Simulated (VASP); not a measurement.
# Re (P6_3/mmc) in VASP: further runs

Re is run at these levels: PBE; tasks: electric field gradients.

Everything below comes from runs of VASP 6.6.1. Logs are shortened: lines on timing, memory, paths and dates and some standing lists are left out, and cuts for length are marked.

## Step 1: The cell of the first run

The structure is hexagonal, space group P6_3/mmc (No. 194). Conventional cell: a = 2.525 Å, b = 2.525 Å, c = 4.162 Å, α = 90.00°, β = 90.00°, γ = 120.00°. Within 3.3 Å of Re (site symmetry -6m2) lie 12 Re at 2.52 to 2.54 Å.

## Step 2: Electric field gradients, PBE (equal xx and yy strain of -3 %)

File INCAR:

```
SYSTEM = Re
PREC = Accurate ; ENCUT = 520
EDIFF = 1E-8 ; ISMEAR = -1
SIGMA = 0.05 ; LREAL = .False.
LASPH = .True. ; NELM = 100
ALGO = Normal ; ISIF = 2
LWAVE = .False. ; LCHARG = .False.
GGA = PE ; LEFG = .True.
NBANDS = 14
```

File KPOINTS:

```
regular mesh
0
Gamma
  14 14 8
  0 0 0
```

File POSCAR:

```
Re
1.0
    2.5248140402      0.0000000000      0.0000000000
   -1.2624070201      2.1865530986      0.0000000000
    0.0000000000      0.0000000000      4.1620000000
Re
2
Direct
    0.3333333333      0.6666666667      0.2500000000
    0.6666666667      0.3333333333      0.7500000000
```

Potentials or basis: VASP PAW PBE potentials, release 64 (Re).

Started as:

```
$ cat potpaw_PBE.64/Re/POTCAR > POTCAR
$ mpirun -np 1 vasp_std > vasp.out
```

OUTCAR:

```text
SYSTEM = Re
   PREC = Accurate
   ENCUT = 520
   EDIFF = 1E-8
   ISMEAR = -1
   LREAL = .False.
   LASPH = .True.
   NELM = 100
   ISIF = 2
   GGA = PE

 ion  position               nearest neighbor table
   1  0.333  0.667  0.250-   2 2.54   2 2.54   2 2.54   2 2.54   2 2.54   2 2.54
   2  0.667  0.333  0.750-   1 2.54   1 2.54   1 2.54   1 2.54   1 2.54   1 2.54

  LATTYP: Found a hexagonal cell.
 ALAT       =     2.5248140402
 C/A-ratio  =     1.6484382349

  Lattice vectors:

 A1 = (   2.5248140402,   0.0000000000,   0.0000000000)
 A2 = (  -1.2624070201,   2.1865530986,   0.0000000000)
 A3 = (   0.0000000000,   0.0000000000,   4.1620000000)

Analysis of symmetry for initial positions (statically):
=====================================================================
 Subroutine PRICEL returns:
 Original cell was already a primitive cell.

 Routine SETGRP: Setting up the symmetry group for a
 hexagonal supercell.

 Subroutine GETGRP returns: Found 24 space group operations
 (whereof 12 operations were pure point group operations)
 out of a pool of 24 trial point group operations.

The static configuration has the point symmetry D_3d.
 The point group associated with its full space group is D_6h.

Analysis of symmetry for dynamics (positions and initial velocities):
=====================================================================
 Subroutine PRICEL returns:
 Original cell was already a primitive cell.

 Routine SETGRP: Setting up the symmetry group for a
 hexagonal supercell.

 Subroutine GETGRP returns: Found 24 space group operations
 (whereof 12 operations were pure point group operations)
 out of a pool of 24 trial point group operations.

The dynamic configuration has the point symmetry D_3d.
 The point group associated with its full space group is D_6h.

 Subroutine INISYM returns: Found 24 space group operations
 (whereof 12 operations are pure point group operations),
 and found     1 'primitive' translations

----------------------------------------------------------------------------------------

                                     Primitive cell

  volume of cell :      22.9769

  direct lattice vectors                    reciprocal lattice vectors
     2.524814040  0.000000000  0.000000000     0.396068773  0.228670413  0.000000000
    -1.262407020  2.186553099  0.000000000     0.000000000  0.457340826  0.000000000
     0.000000000  0.000000000  4.162000000     0.000000000  0.000000000  0.240269101

  length of vectors
     2.524814040  2.524814040  4.162000000     0.457340826  0.457340826  0.240269101

  position of ions in fractional coordinates (direct lattice)
     0.333333333  0.666666667  0.250000000
     0.666666667  0.333333333  0.750000000

  ion indices of the primitive-cell ions
   primitive index   ion index
                 1           1
                 2           2

----------------------------------------------------------------------------------------

 KPOINTS: regular mesh

Automatic generation of k-mesh.
 Grid dimensions read from file:
 generate k-points for:   14   14    8

 Generating k-lattice:

  Cartesian coordinates                     Fractional coordinates (reciprocal lattice)
     0.028290627  0.016333601  0.000000000     0.071428571  0.000000000  0.000000000
     0.000000000  0.032667202  0.000000000     0.000000000  0.071428571  0.000000000
     0.000000000  0.000000000  0.030033638     0.000000000  0.000000000  0.125000000

  Length of vectors
     0.032667202  0.032667202  0.030033638

  Shift w.r.t. Gamma in fractional coordinates (k-lattice)
     0.000000000  0.000000000  0.000000000
[... 37 lines left out ...]
   dimension x,y,z NGXF=    40 NGYF=   40 NGZF=   64
   ions per type =               2
   NGX,Y,Z   is equivalent  to a cutoff of  13.17, 13.17, 12.78 a.u.
   NGXF,Y,Z  is equivalent  to a cutoff of  26.34, 26.34, 25.56 a.u.
 SYSTEM =  Re
   PREC   = accura    normal or accurate (medium, high low for compatibility)
   ISTART =      0    job   : 0-new  1-cont  2-samecut
   ICHARG =      2    charge: 1-file 2-atom 10-const
   ISPIN  =      1    spin polarized calculation?
   LNONCOLLINEAR =      F non collinear calculations
   LSORBIT =      F    spin-orbit coupling
   LASPH  =      T    aspherical Exc in radial PAW
   ENCUT  =  520.0 eV  38.22 Ry    6.18 a.u.   4.69  4.69  7.74*2*pi/ulx,y,z
   NELM   =    100;   NELMIN=  2; NELMDL= -5     # of ELM steps
   EDIFF  = 0.1E-07   stopping-criterion for ELM
   LREAL  =      F    real-space projection
   EDIFFG = 0.1E-06   stopping-criterion for IOM
   NSW    =      0    number of steps for IOM
   IBRION =     -1    ionic relax: 0-MD 1-quasi-New 2-CG
   NFREE  =      0    steps in history (QN), initial steepest desc. (CG)
   ISIF   =      2    stress and relaxation
   ISYM   =      2    0-nonsym 1-usesym 2-fastsym
   POTIM  = 0.5000    time-step for ionic-motion
   TEBEG  =    0.0;   TEEND  =   0.0 temperature during run
   PSTRESS=    0.0 pullay stress
   NELECT =      14.0000    total number of electrons
   NUPDOWN=      -1.0000    fix difference up-down
   EMIN   =  10.00;   EMAX   =-10.00  energy-range for DOS
   EFERMI =   0.00;   METHOD = LEGACY
   ISMEAR =    -1;   SIGMA  =   0.05  broadening in eV -4-tet -1-fermi 0-gaus
   EFERMI_NEDOS =   21; number of points for ismear=-14 and -15
   IALGO  =     38    algorithm
   IMIX   =      4    mixing-type and parameters
     AMIX     =   0.40;   BMIX     =  1.00
     AMIX_MAG =   1.60;   BMIX_MAG =  1.00
  volume/ion in A,a.u.               =      11.49        77.53
  Fermi-wavevector in a.u.,A,eV,Ry     =   1.387886  2.622724 26.207903  1.926226
  Thomas-Fermi vector in A             =   2.512064
   LORBIT       =      0    0 simple, 1 ext, 2 COOP (PROOUT), +10 PAW based schemes
   GGA     = PE    functional components
   LHFCALC =     F    Hartree Fock is set to
   AEXX    =    0.0000 exact exchange contribution
   IVDW    =     0    specifies the selected vdW correction
   LEPSILON=     F    determine dielectric tensor
   LRPA    =     F    only Hartree local field effects (RPA)
 non-spin polarized calculation
  energy-cutoff  :      520.00
  volume of cell :       22.98
 maximum number of plane-waves:       640
 NGX is ok and might be reduce to    20
   NGX =  9   NGY =  9   NGZ = 15

 number of electron      14.0000001 magnetization

 Free energy of the ion-electron system (eV)
  ---------------------------------------------------
  ext. energy  EPLUGINS =         0.00000000
  ---------------------------------------------------
  free energy    TOTEN  =       -21.87997062 eV

  energy without entropy =      -21.87226298  energy(sigma->0) =      -21.87611680

 E-fermi :  11.3231     XC(G=0): -15.1322

 val. band max:       11.2921887276   @ k =   0.2143   0.0000   0.0000
 cond. band min:      11.3570705029   @ k =   0.4286   0.1429   0.2500
 fundamental gap:      0.0648817753
 Fermi energy:        11.3231190292

 k-point     1 :       0.0000    0.0000    0.0000
  band No.  band energies     occupation
      1      -0.2509      2.00000
      2       2.6152      2.00000
      3       8.5727      2.00000
      4       8.9180      2.00000
      5       8.9180      2.00000
      6      10.0736      2.00000
      7      10.0736      2.00000
      8      11.6867      0.00139
      9      11.6867      0.00139
     10      12.5401      0.00000
     11      15.9241      0.00000
     12      15.9241      0.00000
     13      24.5981      0.00000
     14      28.5854      0.00000
[... 377 lines left out ...]
      1       3.8076      2.00000
      2       6.0930      2.00000
      3       6.1998      2.00000
      4       7.3356      2.00000
      5       8.1161      2.00000
      6       8.5299      2.00000
      7      11.1014      1.97656
      8      14.9738      0.00000
      9      15.7360      0.00000
     10      15.8425      0.00000
     11      20.3848      0.00000
     12      20.5643      0.00000
     13      22.4268      0.00000
     14      30.0265      0.00000

 [... further k-points ...]

------------------------ aborting loop because EDIFF is reached ----------------------------------------

  FORCE on cell =-STRESS in cart. coord.  units (eV):
  Direction    XX          YY          ZZ          XY          YZ          ZX
  --------------------------------------------------------------------------------------
  -------------------------------------------------------------------------------------
  Total       25.9351150     25.9351150     22.8555273      0.0000000      0.0000000      0.0000000
  in kB     1808.4531381   1808.4531380   1593.7137737      0.0000000      0.0000000      0.0000000
  external PRESSURE =    1736.8733499 kB  Pullay stress =       0.0000000 kB

 VOLUME and BASIS-vectors are now :
 -----------------------------------------------------------------------------
  energy-cutoff  :      520.00
  volume of cell :       22.98
      direct lattice vectors                 reciprocal lattice vectors
     2.524814040  0.000000000  0.000000000     0.396068773  0.228670413  0.000000000
    -1.262407020  2.186553099  0.000000000     0.000000000  0.457340826  0.000000000
     0.000000000  0.000000000  4.162000000     0.000000000  0.000000000  0.240269101

 POSITION                                       TOTAL-FORCE (eV/Angst)
 -----------------------------------------------------------------------------------
     -0.00000      1.45770      1.04050         0.000000      0.000000      0.000000
      1.26241      0.72885      3.12150        -0.000000     -0.000000      0.000000
 -----------------------------------------------------------------------------------
    total drift:                                0.000000     -0.000000     -0.000000

  FREE ENERGIE OF THE ION-ELECTRON SYSTEM (eV)
  ---------------------------------------------------
  free  energy   TOTEN  =       -21.8799706244 eV

  energy  without entropy=      -21.8722629809  energy(sigma->0) =      -21.87611680

 Electric field gradients (V/A^2)
---------------------------------------------------------------------
 ion       V_xx      V_yy      V_zz      V_xy      V_xz      V_yz
---------------------------------------------------------------------
   1      21.527    21.527   -43.054    -0.000     0.000    -0.000
   2      21.527    21.527   -43.054    -0.000    -0.000     0.000
---------------------------------------------------------------------

 Electric field gradients after diagonalization (V/A^2)
 (convention: |V_zz| > |V_xx| > |V_yy|)
----------------------------------------------------------------------
 ion       V_xx      V_yy      V_zz     asymmetry (V_yy - V_xx)/ V_zz
----------------------------------------------------------------------
   1      21.527    21.527   -43.054       0.000
   2      21.527    21.527   -43.054       0.000
----------------------------------------------------------------------

           NMR quadrupolar parameters

 Cq : quadrupolar parameter    Cq=e*Q*V_zz/h
 eta: asymmetry parameters     (V_yy - V_xx)/ V_zz
 Q  : nuclear electric quadrupole moment in mb (millibarn)
----------------------------------------------------------------------
 ion       Cq(MHz)       eta       Q (mb)
----------------------------------------------------------------------
   1      -0.104       0.000       1.000
   2      -0.104       0.000       1.000
----------------------------------------------------------------------
```

Wall time 61 s (1 thread of Intel Xeon Platinum 8259CL at 2.50GHz (Skylake/Cascade Lake), shared host); peak memory 0.16 GiB.

Results:

| Item | Value |
| --- | --- |
| Free energy | -21.8800 eV |
| Pressure | 173.7 GPa |
| Band gap on the k mesh | zero (bands 7 and 8 overlap by 4.60 eV) |
| Largest electric field gradient by atom | Re -43.1 V/Å² |

Levels at points of the mesh, in eV from the Fermi level:
```tsv
k point	band 3	band 4	band 5	band 6	band 7	band 8	band 9	band 10	band 11	band 12
(0.00, 0.00, 0.00)	-2.75	-2.41	-2.41	-1.25	-1.25	0.36	0.36	1.22	4.60	4.60
(0.50, 0.00, 0.00)	-7.45	-2.73	-2.03	-1.52	-0.94	5.91	6.10	6.64	8.68	9.75
(0.00, 0.00, 0.50)	-3.31	-3.31	-2.50	-2.50	-2.50	-2.50	3.54	3.54	3.54	3.54
(0.50, 0.00, 0.50)	-6.01	-6.01	0.48	0.48	1.71	1.71	6.32	6.32	6.71	6.71
```

Electric field gradients, principal values (V/Å²):
```
atom   least  middle  greatest (by size)
1 Re  21.527  21.527             -43.054
2 Re  21.527  21.527             -43.054
```

Caveat: the cell differs from its parent crystal (equal xx and yy strain of -3 %); the stress differs along the axes, from 159 to 181 GPa; without QUAD_EFG the Cq values of the log hold for a quadrupole moment of 1 mb, not for the nuclei; spin-orbit coupling is left out, which moves the levels of the heavy elements.

## Step 3: Electric field gradients, PBE (equal xx and yy strain of +2 %)

File INCAR:

```
PREC = Accurate
ENCUT = 520
EDIFF = 1E-8
ISMEAR = -1
SIGMA = 0.05
LREAL = False
LASPH = True
NELM = 60
ALGO = Normal
ISIF = 2
LWAVE = False
LCHARG = False
GGA = PE
LEFG = True
NBANDS = 14
```

File KPOINTS:

```
Automatic mesh
0
Gamma
  14 14 8
```

File POSCAR:

```
Re
1.0
    2.6549590938      0.0000000000      0.0000000000
   -1.3274795469      2.2992620212      0.0000000000
    0.0000000000      0.0000000000      4.1620000000
Re
2
Direct
    0.3333333333      0.6666666667      0.2500000000
    0.6666666667      0.3333333333      0.7500000000
```

Potentials or basis: VASP PAW PBE potentials, release 64 (Re).

Started as:

```
$ cat potpaw_PBE.64/Re/POTCAR > POTCAR
$ mpirun -np 1 vasp_std > vasp.out
```

OUTCAR:

```text
PREC = Accurate
   ENCUT = 520
   EDIFF = 1E-8
   ISMEAR = -1
   LREAL = False
   LASPH = True
   NELM = 60
   ISIF = 2
   GGA = PE

 ion  position               nearest neighbor table
   1  0.333  0.667  0.250-   2 2.58   2 2.58   2 2.58   2 2.58   2 2.58   2 2.58
   2  0.667  0.333  0.750-   1 2.58   1 2.58   1 2.58   1 2.58   1 2.58   1 2.58

  LATTYP: Found a hexagonal cell.
 ALAT       =     2.6549590938
 C/A-ratio  =     1.5676324391

  Lattice vectors:

 A1 = (   2.6549590938,   0.0000000000,   0.0000000000)
[... 623 lines left out ...]
  ---------------------------------------------------
  free  energy   TOTEN  =       -23.7827818417 eV

  energy  without entropy=      -23.7693997258  energy(sigma->0) =      -23.77609078

 Electric field gradients (V/A^2)
---------------------------------------------------------------------
 ion       V_xx      V_yy      V_zz      V_xy      V_xz      V_yz
---------------------------------------------------------------------
   1      75.368    75.368  -150.736     0.000     0.000    -0.000
   2      75.368    75.368  -150.736     0.000    -0.000     0.000
---------------------------------------------------------------------

 Electric field gradients after diagonalization (V/A^2)
 (convention: |V_zz| > |V_xx| > |V_yy|)
----------------------------------------------------------------------
 ion       V_xx      V_yy      V_zz     asymmetry (V_yy - V_xx)/ V_zz
----------------------------------------------------------------------
   1      75.368    75.368  -150.736       0.000
   2      75.368    75.368  -150.736       0.000
----------------------------------------------------------------------

           NMR quadrupolar parameters

 Cq : quadrupolar parameter    Cq=e*Q*V_zz/h
 eta: asymmetry parameters     (V_yy - V_xx)/ V_zz
 Q  : nuclear electric quadrupole moment in mb (millibarn)
----------------------------------------------------------------------
 ion       Cq(MHz)       eta       Q (mb)
----------------------------------------------------------------------
   1      -0.364       0.000       1.000
   2      -0.364       0.000       1.000
----------------------------------------------------------------------
```

Wall time 50 s (1 thread of Intel Xeon Platinum 8259CL at 2.50GHz (Skylake/Cascade Lake), shared host); peak memory 0.16 GiB.

What came out:

- Free energy: -23.7828 eV
- Pressure: 86.5 GPa
- Band gap on the k mesh: zero (bands 7 and 8 overlap by 4.13 eV)
- Largest electric field gradient by atom: Re -150.7 V/Å²

Levels at points of the mesh, in eV from the Fermi level:
```csv
k point,band 5,band 6,band 7,band 8,band 9,band 10
"(0.00, 0.00, 0.00)",-1.53,-0.90,-0.90,-0.12,-0.12,1.49
"(0.50, 0.00, 0.00)",-1.79,-1.25,-0.38,4.65,5.44,5.73
"(0.00, 0.00, 0.50)",-2.31,-2.31,-2.31,-2.31,3.21,3.21
"(0.50, 0.00, 0.50)",0.30,0.30,1.35,1.35,5.12,5.12
```

Electric field gradients, principal values (V/Å²):
```csv
atom,least,middle,greatest (by size)
1 Re,75.368,75.368,-150.736
2 Re,75.368,75.368,-150.736
```

Caveat: the cell differs from its parent crystal (equal xx and yy strain of +2 %); the stress differs along the axes, from 79 to 101 GPa; without QUAD_EFG the Cq values of the log hold for a quadrupole moment of 1 mb, not for the nuclei; spin-orbit coupling is left out, which moves the levels of the heavy elements.

The gap in the log of VASP goes by the Fermi energy; the results here count the filled bands.